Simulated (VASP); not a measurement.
# Ti12HO24 (a cell with a defect) in VASP: a series of runs, part 2 of 3

VASP 6.6.1. Earlier steps stand in the parts before.

### Step 3. Single point, PBE

Contents of INCAR:

```
PREC = Accurate
ENCUT = 520
EDIFF = 1E-6
ISMEAR = 0
SIGMA = 0.02
LREAL = Auto
LASPH = T
NELM = 80
ALGO = Normal
ISIF = 2
LWAVE = F
LCHARG = T
GGA = PE
LELF = T
LVHAR = T
NBANDS = 168
NELECT = 288.0
```

Contents of KPOINTS:

```
Automatic mesh
0
Gamma
  2 2 2
  0.5 0.5 0.5
```

Contents of POSCAR:

```
Ti12HO24
1.0
   -4.6433175423     -4.6433175423      0.0000000000
    4.6433175423     -4.6433175423      0.0000000000
    0.0000000000      0.0000000000      8.8916040206
Ti O H
12 24 1
Direct
    0.0108795058      0.5055697739     -0.0091994650
    0.0110320906      0.5058080733      0.3425335848
    0.0010031621      0.4818643092      0.6666712762
    0.5028210926     -0.0139139741     -0.0016511082
    0.5023926274     -0.0141169540      0.3350324636
    0.4891901058      0.0133219405      0.6666978181
    1.0122805423      0.0211687008      0.1666725145
    0.9932786112     -0.0100206371      0.4999807672
    0.9936445134     -0.0102930716      0.8333255713
    0.4792057575      0.4724073855      0.1666540701
    0.5101703638      0.5067816230      0.5005022704
    0.5100393153      0.5070595492      0.8328081168
    0.7917174448      0.5489416730      0.1666647544
    0.8063955277      0.5058769896      0.4999581616
    0.8063766835      0.5058837735      0.8333802296
    0.3066260248      0.0080535091      0.1666826364
    0.3054153603      0.0044284070      0.4999976371
    0.3053995311      0.0044306683      0.8333469397
    0.0104591167      0.8079830780     -0.0010044307
    0.0104578245      0.8079792015      0.3343617184
    0.0023692112      0.8077804212      0.6666609294
    0.5090253851      0.3018582053      0.0013196719
    0.5090208624      0.3018821106      0.3320381782
    0.5030137351      0.3053455826      0.6666682396
   -0.0096662569      0.2030417889      0.3309240935
   -0.0027355441      0.1971700173      0.6666638535
   -0.0096708872      0.2030636482      0.0024357810
    0.4873276444      0.6911732766      0.3351983504
    0.4981876598      0.6922745366      0.6666641909
    0.4873377665      0.6911855523     -0.0018401629
    0.1880247241      0.4924456446      0.1666744264
    0.1944527790      0.4969418910      0.5007906323
    0.1944287660      0.4969353224      0.8325772249
    0.6987162671     -0.0278312863      0.1666607056
    0.6956713536     -0.0056715914      0.4994709604
    0.6956760916     -0.0056761141      0.8338624823
    0.7680168258      0.6994798375      0.1666508086
```

Potentials or basis: VASP PAW PBE potentials, release 64 (Ti_sv, O, H).

Launch:

```
cat potpaw_PBE.64/Ti_sv/POTCAR potpaw_PBE.64/O/POTCAR potpaw_PBE.64/H/POTCAR > POTCAR
mpirun -np 1 vasp_std > vasp.out
```

OUTCAR:

```text
PREC = Accurate
   ENCUT = 520
   EDIFF = 1E-6
   ISMEAR = 0
   LREAL = Auto
   LASPH = T
   NELM = 80
   ISIF = 2
   GGA = PE
   NELECT = 288.0

 ion  position               nearest neighbor table
   1  0.011  0.506  0.991-  33 1.85  15 1.94  31 1.95  19 1.99  27 1.99  13 2.14   3 2.89
   2  0.011  0.506  0.343-  32 1.85  14 1.94  31 1.95  20 1.99  25 2.00  13 2.14   3 2.89
   3  0.001  0.482  0.667-  26 1.87  32 1.95  33 1.95  14 1.96  15 1.96  21 2.14   1 2.89   2 2.89
[... 919 lines left out ...]
  -------------------------------------------------------------------------------------
  Total       -9.0256865     -3.2620324     -1.4321897      2.3006430      0.0008599     -0.0129094
  in kB      -37.7158542    -13.6311336     -5.9847259      9.6137524      0.0035934     -0.0539447
  external PRESSURE =     -19.1105712 kB  Pullay stress =       0.0000000 kB

 VOLUME and BASIS-vectors are now :
 -----------------------------------------------------------------------------
  energy-cutoff  :      520.00
  volume of cell :      383.41
      direct lattice vectors                 reciprocal lattice vectors
    -4.643317542 -4.643317542  0.000000000    -0.107681630 -0.107681630  0.000000000
     4.643317542 -4.643317542  0.000000000     0.107681630 -0.107681630  0.000000000
     0.000000000  0.000000000  8.891604021     0.000000000  0.000000000  0.112465647

 POSITION                                       TOTAL-FORCE (eV/Angst)
 -----------------------------------------------------------------------------------
      2.29700     -2.39804      8.80981         0.009882      0.033516      0.048183
      2.29740     -2.39985      3.04567         0.002539      0.031834     -0.046931
      2.23279     -2.24211      5.92778         0.055674      0.001907      0.005306
      2.24395     -6.91347      8.87692         0.017443     -0.035727      0.033655
      2.24500     -6.91054      2.97898         0.009686     -0.032639     -0.033858
     -2.20961     -2.33332      5.92801        -0.022862      0.002023      0.000542
[... 29 lines left out ...]
      1.38672     -7.84721      7.41438         0.004316     -0.021825     -0.011392
     -0.31824     -6.81405      1.48179        -0.073519      0.000216      0.000083
 -----------------------------------------------------------------------------------
    total drift:                               -0.043113      0.009677     -0.003604

  FREE ENERGIE OF THE ION-ELECTRON SYSTEM (eV)
  ---------------------------------------------------
  free  energy   TOTEN  =      -331.9546726714 eV

  energy  without entropy=     -331.9546726714  energy(sigma->0) =     -331.95467267
```

stdout:

```text
POSCAR found type information on POSCAR TiO H
 POSCAR found :  3 types and      37 ions
 scaLAPACK will be used
 LDA part: xc-table for (Slater+PW92), standard interpolation
 POSCAR, INCAR and KPOINTS ok, starting setup
 FFT: planning ... GRIDC
 FFT: planning ... GRID_SOFT
 FFT: planning ... GRID
 WAVECAR not read
 entering main loop
 the old and the new charge density differ
 old charge density:   289.00000 new  288.00000
    0.759E+01
```

It took 13 min on 1 thread of Intel Xeon Platinum 8375C at 2.90GHz (Ice Lake), shared host; peak memory 0.5 GiB.

What came out:

| Quantity | Value |
| --- | --- |
| Free energy | -331.9547 eV |
| Largest force | 0.178 eV/Å |

Forces on the atoms (eV/Å):
```
Ti   0.010  0.034  0.048
Ti   0.003  0.032 -0.047
Ti   0.056  0.002  0.005
Ti   0.017 -0.036  0.034
Ti   0.010 -0.033 -0.034
Ti  -0.023  0.002  0.001
Ti  -0.011  0.053 -0.003
Ti   0.016 -0.029 -0.022
Ti   0.020 -0.027  0.025
Ti   0.028 -0.048 -0.007
Ti  -0.013  0.033 -0.007
Ti  -0.017  0.033  0.010
O   -0.152  0.092  0.003
O    0.003  0.004  0.001
O    0.004  0.004 -0.004
O    0.011  0.003  0.001
O    0.036  0.036 -0.014
O    0.035  0.034  0.013
O   -0.004  0.055  0.041
O   -0.009  0.057 -0.037
O   -0.032  0.042  0.001
O   -0.019  0.054 -0.060
O   -0.019  0.055  0.055
O    0.004  0.001  0.000
O    0.005 -0.035  0.035
O   -0.022  0.026 -0.002
O    0.004 -0.034 -0.040
O    0.015 -0.044 -0.045
O    0.056 -0.064  0.002
O    0.015 -0.045  0.047
O    0.027  0.003  0.001
O   -0.036 -0.064  0.034
O   -0.036 -0.064 -0.038
O    0.080 -0.089  0.001
O    0.007 -0.022  0.011
O    0.004 -0.022 -0.011
H   -0.074  0.000  0.000
```

Levels at points of the mesh, in eV from the Fermi level:
| k point | band 141 | band 142 | band 143 | band 144 | band 145 | band 146 | band 147 | band 148 |
| --- | --- | --- | --- | --- | --- | --- | --- | --- |
| (0.25, 0.25, 0.25) | -0.68 | -0.66 | -0.42 | -0.15 | 2.35 | 2.42 | 2.44 | 2.48 |

Caveat: the cell carries a net charge on a neutralising background, which shifts energy and pressure; the cell is charged against a uniform background, so pressure and absolute levels hang on convention.

### Step 4. Single point, PBE

Contents of INCAR:

```
SYSTEM = Ti12HO24
  PREC = Accurate
  ENCUT = 520
  EDIFF = 1E-6
  ISMEAR = 0
  SIGMA = 0.02
  LREAL = Auto
  LASPH = .TRUE.
  NELM = 100
  ALGO = Normal
  ISIF = 2
  LWAVE = .FALSE.
  LCHARG = .TRUE.
  GGA = PE
  LELF = .TRUE.
  LVHAR = .TRUE.
  NELECT = 288.0
  NBANDS = 168
```

KPOINTS is that of step 3.

Contents of POSCAR:

```
Ti12HO24
1.0
   -4.6433175423     -4.6433175423      0.0000000000
    4.6433175423     -4.6433175423      0.0000000000
    0.0000000000      0.0000000000      8.8916040206
Ti O H
12 24 1
Direct
    0.0117192071      0.4943273810     -0.0097117460
    0.0118290424      0.4945905549      0.3430880405
   -0.0006857166      0.4812561234      0.6666990552
    0.5069053492     -0.0107964832     -0.0016371624
    0.5062309391     -0.0113477055      0.3349735316
    0.4861945106      0.0156714460      0.6666556435
    1.0171883480      0.0097857835      0.1667306592
    0.9938224035     -0.0119698900      0.4997785540
    0.9944482491     -0.0122375865      0.8335733331
    0.4778555375      0.4740108726      0.1666984941
    0.5097341456      0.5090540284      0.5004203954
    0.5096232335      0.5096544612      0.8330171905
    0.7944316680      0.5353408371      0.1666469848
    0.8066178903      0.5038169323      0.4997820404
    0.8066301660      0.5038173631      0.8335581502
    0.3055750521      0.0057585982      0.1666682408
    0.3039926706      0.0026992554      0.4998947310
    0.3039637042      0.0027155153      0.8334552442
    0.0044809557      0.8077887127      0.0005645775
    0.0045209055      0.8077797751      0.3327793268
   -0.0003992835      0.8073173902      0.6666666651
    0.5038107945      0.3034857055      0.0004139860
    0.5037979804      0.3034799983      0.3329379033
    0.5013443468      0.3071325592      0.6666342750
   -0.0056575928      0.2020994669      0.3313457272
   -0.0021031299      0.1967794560      0.6666639659
   -0.0056837595      0.2021079738      0.0020161717
    0.4927302471      0.6928382500      0.3339534681
    0.5000909326      0.6942512483      0.6666307886
    0.4928322216      0.6928958596     -0.0006118131
    0.1885904834      0.4968091196      0.1666681283
    0.1948415097      0.5000211549      0.5013261938
    0.1948467861      0.4999788360      0.8320327787
    0.6961172633     -0.0159057612      0.1666666663
    0.6948602956     -0.0020655490      0.4995668936
    0.6948825857     -0.0020217226      0.8337446183
    0.7769919819      0.6849999965      0.1665440787
```

Potentials or basis: VASP PAW PBE potentials, release 64 (Ti_sv, O, H).

Launch:

```
cat potpaw_PBE.64/Ti_sv/POTCAR potpaw_PBE.64/O/POTCAR potpaw_PBE.64/H/POTCAR > POTCAR
mpirun -np 1 vasp_std > vasp.out
```

OUTCAR:

```text
SYSTEM = Ti12HO24
   PREC = Accurate
   ENCUT = 520
   EDIFF = 1E-6
   ISMEAR = 0
   LREAL = Auto
   LASPH = .TRUE.
   NELM = 100
   ISIF = 2
   GGA = PE
   NELECT = 288.0

 ion  position               nearest neighbor table
   1  0.012  0.494  0.990-  33 1.85  27 1.93  15 1.94  31 1.95  19 2.06  13 2.14   3 2.88
   2  0.012  0.495  0.343-  32 1.85  25 1.93  14 1.94  31 1.95  20 2.06  13 2.14   3 2.88
   3  0.999  0.481  0.667-  26 1.87  15 1.96  33 1.96  14 1.96  32 1.96  21 2.14   1 2.88   2 2.88

   4  0.507  0.989  0.998-  36 1.92  34 1.95  30 1.95  18 1.98  16 2.00  22 2.06
   5  0.506  0.989  0.335-  35 1.92  28 1.94  34 1.95  17 1.98  16 2.00  23 2.07
   6  0.486  0.016  0.667-  17 1.91  18 1.91  24 1.92  35 2.02  36 2.02  29 2.11
   7  0.017  0.010  0.167-  16 1.89  25 1.94  27 1.94  20 1.99  19 1.99  34 2.12
   8  0.994  0.988  0.500-  20 1.90  21 1.90  35 1.96  26 2.02  17 2.04  25 2.05
   9  0.994  0.988  0.834-  19 1.90  21 1.90  36 1.97  26 2.02  18 2.03  27 2.06
  10  0.478  0.474  0.167-  23 1.86  22 1.86  31 1.91  28 2.07  30 2.07  13 2.12
  11  0.510  0.509  0.500-  28 1.91  29 1.91  14 1.95  24 1.99  23 2.01  32 2.07
  12  0.510  0.510  0.833-  30 1.91  29 1.91  15 1.95  24 1.99  22 2.01  33 2.07
  13  0.794  0.535  0.167-  37 0.99  10 2.12   1 2.14   2 2.14
  14  0.807  0.504  0.500-   2 1.94  11 1.95   3 1.96
  15  0.807  0.504  0.834-   1 1.94  12 1.95   3 1.96
  16  0.306  0.006  0.167-   7 1.89   5 2.00   4 2.00
  17  0.304  0.003  0.500-   6 1.91   5 1.98   8 2.04
  18  0.304  0.003  0.833-   6 1.91   4 1.98   9 2.03
  19  0.004  0.808  0.001-   9 1.90   7 1.99   1 2.06
[... 15 lines left out ...]
  35  0.695  0.998  0.500-   5 1.92   8 1.96   6 2.02
  36  0.695  0.998  0.834-   4 1.92   9 1.97   6 2.02
  37  0.777  0.685  0.167-  13 0.99

  LATTYP: Found a simple tetragonal cell.
 ALAT       =     6.5666426427
 C/A-ratio  =     1.3540563275

  Lattice vectors:

 A1 = (  -4.6433175423,  -4.6433175423,   0.0000000000)
 A2 = (   4.6433175423,  -4.6433175423,   0.0000000000)
 A3 = (   0.0000000000,   0.0000000000,   8.8916040206)

Analysis of symmetry for initial positions (statically):
=====================================================================
 Subroutine PRICEL returns:
 Original cell was already a primitive cell.

 Routine SETGRP: Setting up the symmetry group for a
 simple tetragonal supercell.

 Subroutine GETGRP returns: Found  1 space group operations
 (whereof  1 operations were pure point group operations)
 out of a pool of 16 trial point group operations.

The static configuration has the point symmetry C_1 .

Analysis of symmetry for dynamics (positions and initial velocities):
=====================================================================
 Subroutine PRICEL returns:
 Original cell was already a primitive cell.

 Routine SETGRP: Setting up the symmetry group for a
 simple tetragonal supercell.

 Subroutine GETGRP returns: Found  1 space group operations
 (whereof  1 operations were pure point group operations)
 out of a pool of 16 trial point group operations.

The dynamic configuration has the point symmetry C_1 .

 Subroutine INISYM returns: Found  1 space group operations
 (whereof  1 operations are pure point group operations),
 and found     1 'primitive' translations

----------------------------------------------------------------------------------------

                                     Primitive cell

[... 120 lines left out ...]
  0.250000 -0.250000  0.250000      2.000000
   k-points           NKPTS =      4   k-points in BZ     NKDIM =      4   number of bands    NBANDS=    168
   number of dos      NEDOS =    301   number of ions     NIONS =     37
   total plane-waves  NPLWV = 175000
   dimension x,y,z NGX =    50 NGY =   50 NGZ =   70
   dimension x,y,z NGXF=   100 NGYF=  100 NGZF=  140
   ions per type =              12  24   1
   NGX,Y,Z   is equivalent  to a cutoff of  12.66, 12.66, 13.09 a.u.
   NGXF,Y,Z  is equivalent  to a cutoff of  25.32, 25.32, 26.18 a.u.
 SYSTEM =  Ti12HO24
   PREC   = accura    normal or accurate (medium, high low for compatibility)
   ISTART =      0    job   : 0-new  1-cont  2-samecut
   ICHARG =      2    charge: 1-file 2-atom 10-const
   ISPIN  =      1    spin polarized calculation?
   LNONCOLLINEAR =      F non collinear calculations
   LSORBIT =      F    spin-orbit coupling
   LASPH  =      T    aspherical Exc in radial PAW
   ENCUT  =  520.0 eV  38.22 Ry    6.18 a.u.  12.21 12.21 16.53*2*pi/ulx,y,z
   NELM   =    100;   NELMIN=  2; NELMDL= -5     # of ELM steps
   EDIFF  = 0.1E-05   stopping-criterion for ELM
   LREAL  =      T    real-space projection
   EDIFFG = 0.1E-04   stopping-criterion for IOM
   NSW    =      0    number of steps for IOM
   IBRION =     -1    ionic relax: 0-MD 1-quasi-New 2-CG
   NFREE  =      0    steps in history (QN), initial steepest desc. (CG)
   ISIF   =      2    stress and relaxation
   ISYM   =      2    0-nonsym 1-usesym 2-fastsym
   POTIM  = 0.5000    time-step for ionic-motion
   TEBEG  =    0.0;   TEEND  =   0.0 temperature during run
   PSTRESS=    0.0 pullay stress
   NELECT =     288.0000    total number of electrons
   NUPDOWN=      -1.0000    fix difference up-down
   EMIN   =  10.00;   EMAX   =-10.00  energy-range for DOS
   EFERMI =   0.00;   METHOD = LEGACY
   ISMEAR =     0;   SIGMA  =   0.02  broadening in eV -4-tet -1-fermi 0-gaus
   EFERMI_NEDOS =   21; number of points for ismear=-14 and -15
   IALGO  =     38    algorithm
   IMIX   =      4    mixing-type and parameters
     AMIX     =   0.40;   BMIX     =  1.00
     AMIX_MAG =   1.60;   BMIX_MAG =  1.00
  volume/ion in A,a.u.               =      10.36        69.93
  Fermi-wavevector in a.u.,A,eV,Ry     =   1.488161  2.812217 30.131793  2.214624
  Thomas-Fermi vector in A             =   2.601231
   LORBIT       =      0    0 simple, 1 ext, 2 COOP (PROOUT), +10 PAW based schemes
   GGA     = PE    functional components
   LHFCALC =     F    Hartree Fock is set to
   AEXX    =    0.0000 exact exchange contribution
   IVDW    =     0    specifies the selected vdW correction
   LEPSILON=     F    determine dielectric tensor
   LRPA    =     F    only Hartree local field effects (RPA)
 non-spin polarized calculation
 Gauss-broadening in eV      SIGMA  =   0.02
  energy-cutoff  :      520.00
  volume of cell :      383.41
 maximum number of plane-waves:     10322
 NGX is ok and might be reduce to    50
   NGX = 25   NGY = 25   NGZ = 33

 number of electron     288.0000002 magnetization

 Free energy of the ion-electron system (eV)
  ---------------------------------------------------
  ext. energy  EPLUGINS =         0.00000000
  ---------------------------------------------------
  free energy    TOTEN  =      -331.97625646 eV

  energy without entropy =     -331.97625646  energy(sigma->0) =     -331.97625646

 E-fermi :   4.4195     XC(G=0): -11.2785

 val. band max:        4.3222255486   @ k =  -0.2500   0.2500   0.2500
 cond. band min:       6.7611640433   @ k =  -0.2500   0.2500   0.2500
 fundamental gap:      2.4389384947
 Fermi energy:         4.4195188247

 k-point     1 :       0.2500    0.2500    0.2500
  band No.  band energies     occupation
      1     -52.3520      2.00000
      2     -52.3406      2.00000
      3     -52.2880      2.00000
      4     -52.2838      2.00000
      5     -52.2675      2.00000
      6     -52.2470      2.00000
[... 625 lines left out ...]
    155       7.3192      0.00000
    156       7.3602      0.00000
 [bands above 156 left out]

------------------------ aborting loop because EDIFF is reached ----------------------------------------

  FORCE on cell =-STRESS in cart. coord.  units (eV):
  Direction    XX          YY          ZZ          XY          YZ          ZX
  --------------------------------------------------------------------------------------
  -------------------------------------------------------------------------------------
  Total       -7.0182680     -3.3938113     -1.0914330      2.6598312     -0.0143597      0.0019081
  in kB      -29.3274060    -14.1818013     -4.5607975     11.1147007     -0.0600051      0.0079733
  external PRESSURE =     -16.0233349 kB  Pullay stress =       0.0000000 kB

 VOLUME and BASIS-vectors are now :
 -----------------------------------------------------------------------------
  energy-cutoff  :      520.00
  volume of cell :      383.41
      direct lattice vectors                 reciprocal lattice vectors
    -4.643317542 -4.643317542  0.000000000    -0.107681630 -0.107681630  0.000000000
     4.643317542 -4.643317542  0.000000000     0.107681630 -0.107681630  0.000000000
     0.000000000  0.000000000  8.891604021     0.000000000  0.000000000  0.112465647

 POSITION                                       TOTAL-FORCE (eV/Angst)
 -----------------------------------------------------------------------------------
      2.24090     -2.34973      8.80525         0.044667      0.011158      0.072443
      2.24161     -2.35147      3.05060         0.044653      0.013172     -0.070878
     -2.40551     -6.87476      5.92802         0.018193     -0.031762      0.007853
      2.23946     -6.94691      8.87705         0.035320      0.004472      0.006445
      2.24004     -6.94122      2.97845         0.029921     -0.004952     -0.012187
     -2.18479     -2.33032      5.92764        -0.040612      0.000102     -0.002580
[... 29 lines left out ...]
      1.40737     -7.86049      7.41333        -0.013854     -0.014252     -0.022599
     -0.42715     -6.78849      1.48084         0.075881     -0.063495      0.001022
 -----------------------------------------------------------------------------------
    total drift:                               -0.004360      0.005512     -0.006992

  FREE ENERGIE OF THE ION-ELECTRON SYSTEM (eV)
  ---------------------------------------------------
  free  energy   TOTEN  =      -331.9762564576 eV

  energy  without entropy=     -331.9762564576  energy(sigma->0) =     -331.97625646
```

Wall time 11 min (1 thread of Oxide Virtual Turin-like, shared host); peak memory 0.48 GiB.

What came out:

* Free energy: -331.9763 eV
* Largest force: 0.099 eV/Å

Forces on the atoms (eV/Å):
```
Ti   0.045  0.011  0.072
Ti   0.045  0.013 -0.071
Ti   0.018 -0.032  0.008
Ti   0.035  0.004  0.006
Ti   0.030 -0.005 -0.012
Ti  -0.041  0.000 -0.003
Ti   0.022  0.029 -0.010
Ti   0.011 -0.034 -0.017
Ti   0.018 -0.029  0.023
Ti   0.022 -0.055 -0.005
Ti  -0.009  0.031 -0.014
Ti  -0.010  0.027  0.023
O   -0.051  0.040  0.003
O    0.020  0.018  0.005
O    0.023  0.019 -0.008
O   -0.011 -0.012  0.004
O    0.030  0.024 -0.013
O    0.029  0.027  0.014
O   -0.032  0.037  0.016
O   -0.031  0.038 -0.016
O   -0.049  0.045 -0.001
O   -0.037  0.032 -0.043
O   -0.038  0.036  0.041
O    0.001  0.001  0.004
O    0.001  0.001  0.023
O   -0.018  0.015 -0.003
O   -0.003  0.001 -0.025
O    0.007 -0.010 -0.026
O    0.049 -0.044  0.002
O    0.010 -0.007  0.023
O    0.002 -0.004  0.003
O   -0.049 -0.051  0.023
O   -0.050 -0.054 -0.030
O   -0.037 -0.024  0.002
O   -0.015 -0.011  0.025
O   -0.014 -0.014 -0.023
H    0.076 -0.063  0.001
```

Levels at points of the mesh, in eV from the Fermi level:
```csv
k point,band 142,band 143,band 144,band 145,band 146,band 147
"(0.25, 0.25, 0.25)",-0.67,-0.40,-0.13,2.36,2.43,2.46
```

Caveat: the cell carries a net charge on a neutralising background, which shifts energy and pressure; the cell is charged against a uniform background, so pressure and absolute levels hang on convention.

(Continued in part 3 of 3.)
